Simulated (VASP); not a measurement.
# BC6 in VASP: further runs

Runs on BC6. Level: PBE. Tasks: single point.

Program: VASP 6.6.1. These are calculated values, not measurements. Logs are shortened: lines on timing, memory, paths and dates and some standing lists are left out, and cuts for length are marked.

## (1) The cell of the first run

The cell holds a disordered packing, 14 atoms: a = 4.977 Å, b = 4.935 Å, c = 4.826 Å, α = 92.52°, β = 89.42°, γ = 94.55°.

## (2) Single point, PBE

The input, INCAR:

```
SYSTEM = BC6
  PREC = Accurate
  ENCUT = 520
  EDIFF = 1E-6
  ISMEAR = -1
  SIGMA = 0.1379
  LREAL = .FALSE.
  LASPH = .TRUE.
  NELM = 120
  ALGO = Normal
  ISIF = 2
  LWAVE = .FALSE.
  LCHARG = .TRUE.
  GGA = PE
  LELF = .TRUE.
  LVHAR = .TRUE.
  ISYM = -1
  NBANDS = 40
  GGA_COMPAT = .FALSE.
```

The input, KPOINTS:

```
explicit points
1
Reciprocal
  0.25000000   0.25000000   0.25000000 1
```

The input, POSCAR:

```
BC6
1.0
    4.9729980000     -0.1966600000      0.0225860000
   -0.1966600000      4.9296060000     -0.1069400000
    0.0225860000     -0.1069400000      4.8244630000
C B
12 2
Direct
    0.2374550264      1.0099207608      0.2089633120
    0.2930749424      0.2178019565      0.7342969260
    0.4429186479      0.6406019719      0.4444449495
    0.9317388223      0.5888299601      0.0409102988
    0.7263007357      0.0175567826      0.2639958673
    0.9198293013      0.6084524738      0.5483480012
    0.6449684062      0.5152555480      0.5918959627
    0.4807072900      0.8918811938      0.3408732785
    0.9551687076      0.8245525054      0.3086169807
    0.1491934080      0.9903846188      0.8621056994
    0.5620865181      0.3034392982      0.7886408316
    1.0091205149      0.7273698583      0.8130370026
    0.1789816481      0.4019060269      0.4974081781
    0.7804832299      0.2625776227      1.0297960740
```

Potentials or basis: VASP PAW PBE potentials, release 64 (C, B).

The run is started by

```
cat potpaw_PBE.64/C/POTCAR potpaw_PBE.64/B/POTCAR > POTCAR
mpirun -np 1 vasp_std > vasp.out
```

OUTCAR:

```text
SYSTEM = BC6
   PREC = Accurate
   ENCUT = 520
   EDIFF = 1E-6
   ISMEAR = -1
   LREAL = .FALSE.
   LASPH = .TRUE.
   NELM = 120
   ISIF = 2
   GGA = PE
   ISYM = -1

 ion  position               nearest neighbor table
   1  0.237  0.010  0.209-   8 1.54   9 1.69  10 1.73
   2  0.293  0.218  0.734-  11 1.40  10 1.44  13 1.63
   3  0.443  0.641  0.444-   8 1.36   7 1.43  13 1.72
   4  0.932  0.589  0.041-  12 1.36   9 1.70  14 1.72
   5  0.726  0.018  0.264-   8 1.38   9 1.56  14 1.70
   6  0.920  0.608  0.548-   7 1.42  12 1.44   9 1.61  13 1.72
   7  0.645  0.515  0.592-   6 1.42   3 1.43  11 1.47
   8  0.481  0.892  0.341-   3 1.36   5 1.38   1 1.54
   9  0.955  0.825  0.309-   5 1.56   6 1.61   1 1.69   4 1.70
  10  0.149  0.990  0.862-  12 1.43   2 1.44   1 1.73
  11  0.562  0.303  0.789-   2 1.40   7 1.47  14 1.63
  12  0.009  0.727  0.813-   4 1.36  10 1.43   6 1.44
  13  0.179  0.402  0.497-   2 1.63   6 1.72   3 1.72
  14  0.780  0.263  0.030-  11 1.63   5 1.70   4 1.72

IMPORTANT INFORMATION: All symmetrisations will be switched off!
NOSYMM: (Re-)initialisation of all symmetry stuff for point group C_1.

----------------------------------------------------------------------------------------

                                     Primitive cell

  volume of cell :     118.0263

  direct lattice vectors                    reciprocal lattice vectors
     4.972998000 -0.196660000  0.022586000     0.201406506  0.008018243 -0.000765162
    -0.196660000  4.929606000 -0.106940000     0.008018243  0.203272777  0.004468247
     0.022586000 -0.106940000  4.824463000    -0.000765162  0.004468247  0.207379581

  length of vectors
     4.976936245  4.934686073  4.825700937     0.201567503  0.203479924  0.207429124

  position of ions in fractional coordinates (direct lattice)
     0.237455026  0.009920761  0.208963312
     0.293074942  0.217801956  0.734296926
     0.442918648  0.640601972  0.444444950
     0.931738822  0.588829960  0.040910299
     0.726300736  0.017556783  0.263995867
     0.919829301  0.608452474  0.548348001
     0.644968406  0.515255548  0.591895963
     0.480707290  0.891881194  0.340873278
     0.955168708  0.824552505  0.308616981
     0.149193408  0.990384619  0.862105699
     0.562086518  0.303439298  0.788640832
     0.009120515  0.727369858  0.813037003
     0.178981648  0.401906027  0.497408178
     0.780483230  0.262577623  0.029796074

  ion indices of the primitive-cell ions
   primitive index   ion index
                 1           1
                 2           2
                 3           3
                 4           4
                 5           5
                 6           6
                 7           7
                 8           8
                 9           9
                10          10
                11          11
                12          12
                13          13
                14          14

----------------------------------------------------------------------------------------

 KPOINTS: explicit points

Read explicit list of k-points.

 Found      1 k-points:

 Following reciprocal coordinates:
            Coordinates               Weight
  0.250000  0.250000  0.250000      1.000000
   k-points           NKPTS =      1   k-points in BZ     NKDIM =      1   number of bands    NBANDS=     40
   number of dos      NEDOS =    301   number of ions     NIONS =     14
   total plane-waves  NPLWV =  57600
   dimension x,y,z NGX =    40 NGY =   40 NGZ =   36
   dimension x,y,z NGXF=    80 NGYF=   80 NGZF=   72
   ions per type =              12   2
   NGX,Y,Z   is equivalent  to a cutoff of  13.36, 13.48, 12.40 a.u.
   NGXF,Y,Z  is equivalent  to a cutoff of  26.72, 26.95, 24.80 a.u.
 SYSTEM =  BC6
   PREC   = accura    normal or accurate (medium, high low for compatibility)
   ISTART =      0    job   : 0-new  1-cont  2-samecut
   ICHARG =      2    charge: 1-file 2-atom 10-const
   ISPIN  =      1    spin polarized calculation?
   LNONCOLLINEAR =      F non collinear calculations
   LSORBIT =      F    spin-orbit coupling
   LASPH  =      T    aspherical Exc in radial PAW
   ENCUT  =  520.0 eV  38.22 Ry    6.18 a.u.   9.25  9.18  8.97*2*pi/ulx,y,z
   NELM   =    120;   NELMIN=  2; NELMDL= -5     # of ELM steps
   EDIFF  = 0.1E-05   stopping-criterion for ELM
   LREAL  =      F    real-space projection
   EDIFFG = 0.1E-04   stopping-criterion for IOM
   NSW    =      0    number of steps for IOM
   IBRION =     -1    ionic relax: 0-MD 1-quasi-New 2-CG
   NFREE  =      0    steps in history (QN), initial steepest desc. (CG)
   ISIF   =      2    stress and relaxation
   ISYM   =     -1    0-nonsym 1-usesym 2-fastsym
   POTIM  = 0.5000    time-step for ionic-motion
   TEBEG  =    0.0;   TEEND  =   0.0 temperature during run
   PSTRESS=    0.0 pullay stress
   NELECT =      54.0000    total number of electrons
   NUPDOWN=      -1.0000    fix difference up-down
   EMIN   =  10.00;   EMAX   =-10.00  energy-range for DOS
   EFERMI =   0.00;   METHOD = LEGACY
   ISMEAR =    -1;   SIGMA  =   0.14  broadening in eV -4-tet -1-fermi 0-gaus
   EFERMI_NEDOS =   21; number of points for ismear=-14 and -15
   IALGO  =     38    algorithm
   IMIX   =      4    mixing-type and parameters
     AMIX     =   0.40;   BMIX     =  1.00
     AMIX_MAG =   1.60;   BMIX_MAG =  1.00
  volume/ion in A,a.u.               =       8.43        56.89
  Fermi-wavevector in a.u.,A,eV,Ry     =   1.261478  2.383848 21.651328  1.591328
  Thomas-Fermi vector in A             =   2.394935
   LORBIT       =      0    0 simple, 1 ext, 2 COOP (PROOUT), +10 PAW based schemes
   GGA     = PE    functional components
   LHFCALC =     F    Hartree Fock is set to
   AEXX    =    0.0000 exact exchange contribution
   IVDW    =     0    specifies the selected vdW correction
   LEPSILON=     F    determine dielectric tensor
   LRPA    =     F    only Hartree local field effects (RPA)
 non-spin polarized calculation
  energy-cutoff  :      520.00
  volume of cell :      118.03
 maximum number of plane-waves:      3173
 NGX is ok and might be reduce to    40
   NGX = 19   NGY = 19   NGZ = 17

 number of electron      53.9999999 magnetization

 Free energy of the ion-electron system (eV)
  ---------------------------------------------------
  ext. energy  EPLUGINS =         0.00000000
  ---------------------------------------------------
  free energy    TOTEN  =      -112.56376866 eV

  energy without entropy =     -112.30856699  energy(sigma->0) =     -112.43616783

 E-fermi :   4.5921     XC(G=0): -10.9024

 val. band max:        4.3745335476   @ k =   0.2500   0.2500   0.2500
 cond. band min:       4.8086327046   @ k =   0.2500   0.2500   0.2500
 fundamental gap:      0.4340991570
 Fermi energy:         4.5920683101

 k-point     1 :       0.2500    0.2500    0.2500
  band No.  band energies     occupation
      1     -13.3478      2.00000
      2     -12.2949      2.00000
      3     -11.1206      2.00000
      4      -9.8732      2.00000
      5      -9.1079      2.00000
      6      -8.1226      2.00000
      7      -6.9959      2.00000
      8      -6.4871      2.00000
      9      -4.7475      2.00000
     10      -4.1740      2.00000
     11      -3.7521      2.00000
     12      -3.4200      2.00000
     13      -2.5928      2.00000
     14      -2.1119      2.00000
     15      -1.7598      2.00000
     16      -1.0875      2.00000
     17      -0.7848      2.00000
     18      -0.1377      2.00000
     19       0.5807      2.00000
     20       1.0058      2.00000
     21       1.3848      2.00000
     22       1.4742      2.00000
     23       1.8179      2.00000
     24       2.5411      2.00000
     25       2.7508      2.00000
     26       3.6423      1.99796
     27       4.3745      1.65770
     28       4.8086      0.34431
     29       6.0760      0.00004
     30       7.2700      0.00000
     31       8.3096      0.00000
     32       8.7566      0.00000
     33      10.0093      0.00000
     34      10.4847      0.00000
     35      11.3724      0.00000
     36      11.6263      0.00000
     37      11.9294      0.00000
     38      12.6770      0.00000
     39      12.8633      0.00000
 [bands above 39 left out]

------------------------ aborting loop because EDIFF is reached ----------------------------------------

  FORCE on cell =-STRESS in cart. coord.  units (eV):
  Direction    XX          YY          ZZ          XY          YZ          ZX
  --------------------------------------------------------------------------------------
  -------------------------------------------------------------------------------------
  Total        6.3462159    -25.8898890     -4.1637180     -2.2171618      4.1409108     -2.6746373
  in kB       86.1482813   -351.4487163    -56.5214226    -30.0974127     56.2118196    -36.3075271
  external PRESSURE =    -107.2739526 kB  Pullay stress =       0.0000000 kB

 VOLUME and BASIS-vectors are now :
 -----------------------------------------------------------------------------
  energy-cutoff  :      520.00
  volume of cell :      118.03
      direct lattice vectors                 reciprocal lattice vectors
     4.972998000 -0.196660000  0.022586000     0.201406506  0.008018243 -0.000765162
    -0.196660000  4.929606000 -0.106940000     0.008018243  0.203272777  0.004468247
     0.022586000 -0.106940000  4.824463000    -0.000765162  0.004468247  0.207379581

 POSITION                                       TOTAL-FORCE (eV/Angst)
 -----------------------------------------------------------------------------------
      1.18363     -0.02014      1.01244        -3.146965     -2.086152      0.908857
      1.43121      0.93752      3.52592        -2.289872     -0.511818     -1.188435
      2.08669      3.02328      2.08571        -1.524793     -5.182126      2.986061
      4.51866      2.71509      0.15544        -0.737929     -0.144344      3.241638
      3.61440     -0.08452      1.28817         1.591007     -0.909157     -0.981283
      4.46704      2.75990      2.60119         2.779020      1.278001     -1.789562
      3.11947      2.34987      2.81505        -1.756840     -0.606190     -0.937547
      2.22286      4.26563      1.56001        -0.815369      2.919210     -4.479254
      4.59487      3.84387      1.42231         0.293612     -1.609400     -2.132725
      0.56664      4.76067      4.05666         2.508741      1.096452      3.793846
      2.75339      1.30096      3.78501         2.302508      1.211509     -0.014969
     -0.07933      3.49691      3.84489         0.714153      1.794544      0.015396
      0.82227      1.89285      2.36079         1.294637      2.016831      0.208347
      3.83038      1.13773      0.13330        -1.211909      0.732640      0.369629
 -----------------------------------------------------------------------------------
    total drift:                               -0.000118     -0.000392      0.000192

  FREE ENERGIE OF THE ION-ELECTRON SYSTEM (eV)
  ---------------------------------------------------
  free  energy   TOTEN  =      -112.5637686632 eV

  energy  without entropy=     -112.3085669924  energy(sigma->0) =     -112.43616783
```

Wall time 25 s (1 thread of Intel Xeon 8259CL, shared host); peak memory 0.18 GiB.

Results:

```yaml
Free_energy: -112.5638 eV
Pressure: -10.7 GPa
Largest_force: 6.172 eV/Å
```

Forces on the atoms (eV/Å):
```
C   -3.147 -2.086  0.909
C   -2.290 -0.512 -1.188
C   -1.525 -5.182  2.986
C   -0.738 -0.144  3.242
C    1.591 -0.909 -0.981
C    2.779  1.278 -1.790
C   -1.757 -0.606 -0.938
C   -0.815  2.919 -4.479
C    0.294 -1.609 -2.133
C    2.509  1.096  3.794
C    2.303  1.212 -0.015
C    0.714  1.795  0.015
B    1.295  2.017  0.208
B   -1.212  0.733  0.370
```

Levels at points of the mesh, in eV from the Fermi level:
| k point | band 25 | band 26 | band 27 | band 28 | band 29 | band 30 |
| --- | --- | --- | --- | --- | --- | --- |
| (0.25, 0.25, 0.25) | -1.84 | -0.95 | -0.22 | 0.22 | 1.48 | 2.68 |

Caveat: the atoms stand as in a frame of molecular dynamics.

(Part 1 of 3 ends here.)
